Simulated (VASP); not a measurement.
Write the native input for VASP 6.6.1 that does the following.

- Task: single point
- Functional: BLYP
- Dispersion: D3(BJ)
- Potentials or basis: VASP PAW PBE potentials, release 64 (Te, Mo_sv)
- Cutoff: 520 eV
- k mesh: 9 × 9 × 2
- Occupations: fermi-dirac, width 0.05 eV
- Spin: no spin polarisation
- Dipole correction: no
- Further INCAR settings: ALGO = Normal; EDIFF = 1e-06; NBANDS = 35

The structure of Te2Mo lies in POSCAR:

```
Te2Mo
1.0
    3.5415000168      0.0000000000      0.0000000000
   -1.7707500084      3.0670289820      0.0000000000
    0.0000000000      0.0000000000     14.0661430943
Te Mo
4 2
Direct
    0.6666666667      0.3333333333      0.3790000000
    0.3333333333      0.6666666667      0.8790000000
    0.6666666667      0.3333333333      0.1210000000
    0.3333333333      0.6666666667      0.6210000000
    0.6666666667      0.3333333333      0.7500000000
    0.3333333333      0.6666666667      0.2500000000
```

One way to write it, as run:

INCAR

```
PREC = Accurate ; ENCUT = 520
EDIFF = 1E-6 ; ISMEAR = -1
SIGMA = 0.05 ; LREAL = F
LASPH = T ; NELM = 100
ALGO = Normal ; ISIF = 2
LWAVE = F ; LCHARG = F
GGA = B5 ; ALDAX = 1.0
AGGAX = 1.0 ; AGGAC = 1.0
ALDAC = 0.0 ; IVDW = 12
VDW_S6 = 1.0 ; VDW_S8 = 2.6996
VDW_A1 = 0.4298 ; VDW_A2 = 4.2359
NBANDS = 35
```

KPOINTS

```
Automatic mesh
0
Gamma
  9 9 2
```

Potentials or basis: VASP PAW PBE potentials, release 64 (Te, Mo_sv).

Run with:

```sh
$ cat potpaw_PBE.64/Te/POTCAR potpaw_PBE.64/Mo_sv/POTCAR > POTCAR
$ mpirun -np 1 vasp_std > vasp.out
```

It gave:

```json
{
  "Pressure": "-0.5 GPa",
  "Largest force": "0.223 eV/Å",
  "Band gap on the k mesh": "0.81 eV, indirect (least direct gap 1.01 eV)",
  "Dispersion energy per atom": "-1.234 eV"
}
```

Caveat: the PAW data sets were made with another functional, which shifts forces and pressure a little; spin-orbit coupling is left out, which moves the levels of the heavy elements.

It took 110 s on 1 thread of AMD EPYC 9R45 96-Core Processor (Zen 5), with other jobs on the host, peak memory 0.31 GiB.
